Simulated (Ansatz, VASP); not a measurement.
# Two plane-wave programs on AlInGa2B4P8

```xyz
16
Lattice="-5.0687 5.1574 0.0371 -5.0687 0.0371 5.1574 -0.0266 5.1691 5.1691" Properties=species:S:1:pos:R:3 pbc="T T T"
B    -2.5918    5.1687    7.7129
B   -10.1046    7.7686    7.7733
B    -2.6094    5.2196    2.6435
B    -5.0360    5.1920    5.1555
Al   -7.5953    2.6260    5.1702
P    -8.9275    6.4597    6.7402
P    -6.2453    3.9918    6.5361
P    -6.1939    6.3353    3.7593
P    -8.8932    9.0650    8.8549
P    -3.8588    4.1589    3.8465
P    -6.5008    6.3766    8.9209
P    -6.4698    9.2369    6.6609
P    -3.8245    6.2736    6.4519
Ga   -0.0303    5.1723    5.1624
Ga   -5.0990    7.7755    7.7537
In   -2.5337    2.5757    5.1199
```

Alike in both runs: functional PBE; k mesh 4 × 4 × 4; occupations gaussian, width 0.1 eV; no spin polarisation.

Ansatz relaxed the structure, and its values are those at the end. VASP's run is a single point on that final structure, the one shown.

|  | VASP | Ansatz |
| --- | --- | --- |
| version | VASP 6.6.1 | Ansatz 0.2.0 |
| potentials or method | VASP PAW PBE potentials, release 64 (B, Al, P, Ga_d, In_d), cutoff 520 eV | scalar-relativistic, plane waves, PAW |
| valence electrons in the cell | 94 | 94 |

Ansatz gave:

```
gap on the k mesh at the Fermi level (eV) : 0.28
least direct gap on the mesh (eV)         : 0.28
pressure (GPa)                            : 0.0
rms of the force components (eV/Å)        : 0.006
```

**Question.** What did VASP give for the same quantities?

**Answer.** gap on the k mesh at the Fermi level (eV): 0.28; least direct gap on the mesh (eV): 0.28; pressure (GPa): -0.1; rms of the force components (eV/Å): 0.007.
